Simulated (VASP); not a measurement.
Input of a VASP 6.6.1 run:

INCAR

```
ALGO = Normal
EDIFF = 1E-7
ENCUT = 520
GGA = PE
ISIF = 2
ISMEAR = 0
LASPH = T
LCHARG = F
LREAL = F
LWAVE = F
NBANDS = 16
NELM = 80
PREC = Accurate
SIGMA = 0.02
```

File KPOINTS:

```
k-points
0
Gamma
  8 8 8
```

Contents of POSCAR:

```
ZnSe
1.0
    0.0000000000      2.8658805874      2.8658805874
    2.8658805874      0.0000000000      2.8658805874
    2.8658805874      2.8658805874      0.0000000000
Zn Se
1 1
Direct
    0.0000000000      0.0000000000      0.0000000000
    0.7500000000      0.7500000000      0.7500000000
```

Potentials or basis: VASP PAW PBE potentials, release 64 (Zn, Se).

Run with:

```console
$ cat potpaw_PBE.64/Zn/POTCAR potpaw_PBE.64/Se/POTCAR > POTCAR
$ mpirun -np 1 vasp_std > vasp.out
```

(1) Estimate the band gap on the k mesh.

(2) Estimate the pressure.

Answers

(1) 1.16 eV, direct.

(2) 0.2 GPa.
